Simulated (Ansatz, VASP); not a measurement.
## One calculation of AgCl, two programs

```
CELL_PARAMETERS angstrom
0.00000 2.71014 2.71014
2.71014 0.00000 2.71014
2.71014 2.71014 0.00000
ATOMIC_POSITIONS crystal
Ag 0.00000 0.00000 0.00000
Cl 0.50000 0.50000 0.50000
```

Alike in both runs: task single point; functional PBEsol; k mesh 8 × 8 × 8; no spin polarisation.

|  | VASP | Ansatz |
| --- | --- | --- |
| version | VASP 6.6.1 | Ansatz 0.2.0 |
| potentials or method | VASP PAW PBE potentials, release 64 (Ag, Cl), cutoff 500 eV | all-electron LAPW, scalar-relativistic |
| occupations | gaussian, width 0.01 eV | fixed |

```csv
,VASP,Ansatz,Ansatz less VASP
gap on the k mesh at the Fermi level (eV),0.72,0.73,+0.005
pressure (GPa),0.8,0.9,+0.10
```

VASP's potentials were made for PBE, not for PBEsol. Ansatz ran all-electron here, and VASP with PAW potentials.
